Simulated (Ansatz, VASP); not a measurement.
## One calculation of Si16O33, two programs

```xyz
49
Lattice="0.1587 6.0993 6.0924 0.1587 -6.0993 6.0924 6.9520 0.0000 0.0000" Properties=species:S:1:pos:R:3 pbc="T T T"
Si    4.6988   -4.4378    6.4177
Si    0.8272    1.7648    2.6188
Si    6.0756   -1.6467    5.7649
Si    2.7588   -1.7161    3.4238
Si    3.6859    1.0263    3.2780
Si    5.3032    1.1572    5.7851
Si    6.8744   -0.9863    2.7947
Si    5.4285    4.9405    6.3902
Si    1.2362    1.6539    6.4795
Si    4.4549    1.8520    8.6165
Si    2.5641    4.4215    5.6884
Si    6.3787   -1.8114    9.6620
Si    0.2168    1.2889    9.4515
Si    1.8010   -4.9257    5.7725
Si    3.6070   -1.2602    8.8428
Si    2.0215   -1.1397    6.3761
O     1.8620    3.0743    6.1521
O     0.3615    3.2054    3.1344
O     0.9965   -4.2706    4.5399
O     3.0376   -1.9404    7.4062
O     6.8953    1.3585    5.5510
O     2.1163    1.3536    3.5046
O     3.8343    4.7662    6.6364
O     1.4903   -1.2771    2.5190
O     4.1249    1.6566    1.8769
O     1.3301   -4.2178    7.1371
O     6.4788   -1.6162    4.2071
O     2.3958   -1.8643    4.9812
O     6.6320    0.6249    2.7971
O     5.7201   -5.6741    6.1081
O     3.9185   -0.5856    3.2696
O     5.0368   -0.4280    6.0667
O     5.4166   -3.0580    6.0861
O     3.2081   -3.1515    2.8856
O     4.5240    1.6847    4.4821
O     6.2018    4.4119    7.7006
O     3.3737   -4.6401    5.5089
O     5.7314    2.0140    9.5862
O     0.4498   -1.4246    6.6682
O     5.1251   -1.8855    8.6758
O     0.8186    1.7224    8.0325
O     4.8109    2.0202    7.0531
O     3.1996   -1.9153   10.2677
O     5.8933    4.0429    5.1366
O     3.9311    0.3535    8.9167
O     2.3169    0.4640    6.1993
O     0.0190   -0.3066    9.5665
O     1.5264    5.6677    5.8168
O     1.9625   -0.5511    8.5418
```

Alike in both runs: functional PBE; k mesh 1 × 1 × 2; occupations fermi-dirac, width 0.02 eV; collinear spin.

Ansatz relaxed the structure, and its values are those at the end. VASP's run is a single point on that final structure, the one shown.

|  | VASP | Ansatz |
| --- | --- | --- |
| version | VASP 6.6.1 | Ansatz 0.2.0 |
| potentials or method | VASP PAW PBE potentials, release 64 (Si, O), cutoff 520 eV | scalar-relativistic, plane waves, PAW |
| valence electrons in the cell | 262 | 262 |

Ansatz gave:

| Quantity | Value |
| --- | --- |
| rms of the force components (eV/Å) | 0.024 |
| net moment per atom (μB) | 0.04 |
| size of the moment on the site where the two differ most (μB) | 0.27 |

**Question.** What did VASP give for the same quantities?

**Answer.** rms of the force components (eV/Å): 0.032; net moment per atom (μB): 0.04; size of the moment on the site where the two differ most (μB): 0.29.

Site moments also hang on the region over which each program counts them.

The k mesh is coarse, so the values compare programs but aren't converged.
